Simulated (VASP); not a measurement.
Wanted: the native input for a VASP 6.6.1 run.

```yaml
Task: relaxation of cell and atoms
Functional: PBE
Potentials_or_basis: VASP PAW PBE potentials, release 64 (Mo_sv, As)
Cutoff: 600 eV
k_mesh: 16 × 16 × 16
Occupations: gaussian, width 0.1 eV
Spin: no spin polarisation
Dipole_correction: no
Further_INCAR_settings: ALGO = Fast; EDIFF = 1e-06; IBRION = 2; EDIFFG = -0.01; NSW = 100; ISIF = 3
```

The structure of MoAs3 lies in POSCAR:

```
MoAs3
1.0
   -2.0203417566      2.0203417566      4.2120122175
    2.0203417566     -2.0203417566      4.2120122175
    2.0203417566      2.0203417566     -4.2120122175
Mo As
1 3
Direct
    0.0000000000      0.0000000000      0.0000000000
    0.5000000000      0.5000000000      0.0000000000
    0.2500000000      0.7500000000      0.5000000000
    0.7500000000      0.2500000000      0.5000000000
```

These files were run (other wordings do the same):

INCAR

```
SYSTEM = MoAs3
PREC = Accurate ; ENCUT = 600
EDIFF = 1E-6 ; ISMEAR = 0
SIGMA = 0.1 ; LREAL = .False.
LASPH = .True. ; NELM = 80
ALGO = Fast ; ISIF = 3
LWAVE = .False. ; LCHARG = .False.
GGA = PE ; IBRION = 2
NSW = 100 ; EDIFFG = -0.01
```

KPOINTS

```
Automatic mesh
0
Gamma
  16 16 16
  0 0 0
```

Potentials or basis: VASP PAW PBE potentials, release 64 (Mo_sv, As).

Run with:

```sh
$ cat potpaw_PBE.64/Mo_sv/POTCAR potpaw_PBE.64/As/POTCAR > POTCAR
$ mpirun -np 1 vasp_std > vasp.out
```

Results of the run:

```
Relaxed volume                        : 17.17 Å³/atom
Relaxed cell                          : a = 4.981 Å, b = 4.981 Å, c = 4.981 Å, α = 131.08°, β = 131.08°, γ = 71.68°
Space group after relaxing (to 0.1 Å) : I4/mmm (No. 139)
Energy gained by relaxing             : 4.9 meV/atom
Ionic steps                           : 9
Pressure after relaxing               : 0.0 GPa
Band gap on the k mesh                : zero (an odd number of electrons rules out a gap without spin polarisation)
```

Run time: 68 min on 1 thread of Oxide Virtual Turin-like Processor (shared host), peak memory 0.65 GiB.
